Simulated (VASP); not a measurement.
Wanted: the native input for a VASP 6.6.1 run.

| Quantity | Value |
| --- | --- |
| Task | single point |
| Functional | r2SCAN |
| Potentials or basis | VASP PAW PBE potentials, release 64 (Al, As) |
| Cutoff | 550 eV |
| k mesh | 8 × 8 × 8 |
| Occupations | fermi-dirac, width 0.02 eV |
| Spin | no spin polarisation |
| Dipole correction | no |
| Further INCAR settings | ALGO = Normal; EDIFF = 1e-06; NBANDS = 11 |

AlAs:

```
Al As
1.0
     0.00000    2.87557    2.87557
     2.87557    0.00000    2.87557
     2.87557    2.87557    0.00000
Al As
1 1
Direct
  0.00000 0.00000 0.00000
  0.25000 0.25000 0.25000
```

These files were run (other wordings do the same):

POSCAR

```
AlAs
1.0
    0.0000000000      2.8755729900      2.8755729900
    2.8755729900      0.0000000000      2.8755729900
    2.8755729900      2.8755729900      0.0000000000
Al As
1 1
Direct
    0.0000000000      0.0000000000      0.0000000000
    0.2500000000      0.2500000000      0.2500000000
```

INCAR.step1

```
SYSTEM = AlAs
PREC = Accurate ; ENCUT = 550
ISMEAR = -1 ; SIGMA = 0.02
LREAL = .FALSE. ; LASPH = .TRUE.
NELM = 120 ; NBANDS = 11
GGA = PE ; ALGO = Normal
EDIFF = 1E-5 ; LWAVE = .TRUE.
LCHARG = .FALSE. ; GGA_COMPAT = .FALSE.
```

INCAR.step2

```
SYSTEM = AlAs
PREC = Accurate ; ENCUT = 550
EDIFF = 1E-6 ; ISMEAR = -1
SIGMA = 0.02 ; LREAL = .FALSE.
LASPH = .TRUE. ; NELM = 120
ALGO = Normal ; ISIF = 2
LWAVE = .FALSE. ; LCHARG = .FALSE.
METAGGA = R2SCAN ; LMIXTAU = .TRUE.
NBANDS = 11 ; ISTART = 1
GGA_COMPAT = .FALSE.
```

KPOINTS

```
Automatic mesh
0
G
  8 8 8
  0 0 0
```

Potentials or basis: VASP PAW PBE potentials, release 64 (Al, As).

The run is started by

```console
$ cat potpaw_PBE.64/Al/POTCAR potpaw_PBE.64/As/POTCAR > POTCAR
$ cp INCAR.step1 INCAR
$ mpirun -np 1 vasp_std > vasp.out
$ cp INCAR.step2 INCAR
$ mpirun -np 1 vasp_std > vasp.out
```

It gave:

| Property | Result |
| --- | --- |
| Pressure | -2.7 GPa |
| Band gap on the k mesh | 1.86 eV, indirect (least direct gap 2.30 eV) |

Caveat: the PAW data sets were made with another functional, which shifts forces and pressure a little.

Wall time 40 s on 1 thread of Intel(R) Xeon(R) Platinum 8488C (Sapphire Rapids) (shared host), peak memory 0.18 GiB.
